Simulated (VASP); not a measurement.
Wanted: the native input for a VASP 6.6.1 run.

```
Task                   : single point
Functional             : LDA
Potentials or basis    : VASP PAW LDA potentials, release 64 (Na_pv, Sc_sv)
Cutoff                 : 520 eV
k mesh                 : 4 × 4 × 4
Occupations            : fermi-dirac, width 0.1 eV
Spin                   : no spin polarisation
Dipole correction      : no
Further INCAR settings : ALGO = Normal; EDIFF = 1e-07; NBANDS = 24
```

The structure of Na3Sc lies in POSCAR:

```
Na3Sc
1.0
    4.8720309937      0.0000000000      0.0000000000
    0.0000000000      4.8720309937      0.0000000000
    0.0000000000      0.0000000000      4.8720309937
Na Sc
3 1
Direct
    0.0000000000      0.0000000000      0.0000000000
    0.0000000000      0.5000000000      0.5000000000
    0.5000000000      0.0000000000      0.5000000000
    0.5000000000      0.5000000000      0.0000000000
```

The input as run:

INCAR

```
PREC     = Accurate       # precision mode
ENCUT    = 520            # plane-wave cutoff, eV
EDIFF    = 1E-7           # SCF threshold, eV
ISMEAR   = -1             # smearing method
SIGMA    = 0.1            # smearing width, eV
LREAL    = F              # projectors in reciprocal space
LASPH    = T              # aspherical terms in the spheres
NELM     = 100            # most SCF steps
ALGO     = Normal         # electronic algorithm
ISIF     = 2              # what is computed and relaxed
LWAVE    = F              # write WAVECAR
LCHARG   = F              # write CHGCAR
NBANDS   = 24             # bands
```

KPOINTS

```
Automatic mesh
0
Gamma
  4 4 4
```

Potentials or basis: VASP PAW LDA potentials, release 64 (Na_pv, Sc_sv).

Run with:

```console
$ cat potpaw_LDA.64/Na_pv/POTCAR potpaw_LDA.64/Sc_sv/POTCAR > POTCAR
$ mpirun -np 1 vasp_std > vasp.out
```

It gave:

```json
{
  "Pressure": "0.0 GPa",
  "Band gap on the k mesh": "zero (band 16 reaches 1.30 eV, above the bottom of band 17 at 0.52 eV)"
}
```

It took 19 s on 1 thread of AMD EPYC 7R43 64-Core Processor (Zen 3), on a shared host, peak memory 0.15 GiB.
